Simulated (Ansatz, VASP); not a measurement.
## One calculation of NbCd3, two programs

```
Nb Cd
1.0
     4.21500    0.00000    0.00000
     0.00000    4.21500    0.00000
     0.00000    0.00000    4.21500
Nb Cd
1 3
Direct
  0.00000 0.00000 0.00000
  0.00000 0.50000 0.50000
  0.50000 0.00000 0.50000
  0.50000 0.50000 0.00000
```

Alike in both runs: task relaxation of cell and atoms; functional PBE; k mesh 8 × 8 × 8; occupations gaussian, width 0.1 eV; no spin polarisation.

|  | VASP | Ansatz |
| --- | --- | --- |
| version | VASP 6.6.1 | Ansatz 0.2.0 |
| potentials or method | VASP PAW PBE potentials, release 64 (Nb_sv, Cd), cutoff 600 eV | scalar-relativistic, plane waves, PAW |
| valence electrons in the cell | 49 | 73 |

|  | VASP | Ansatz | Ansatz less VASP |
| --- | --- | --- | --- |
| gap on the k mesh at the Fermi level, each at its own relaxed structure (eV) | none | none | - |
| relaxed volume (Å³/atom) | 20.06 | 20.00 | -0.059 |
| relaxed cell length with the largest relative difference (Å) | 4.313 | 4.309 | -0.0043 |

A gap of «none» marks a metal or a gap that the smearing closes. VASP's potentials hold 49 valence electrons a cell and Ansatz's 73, so a difference there can come from the potentials and not from the codes.
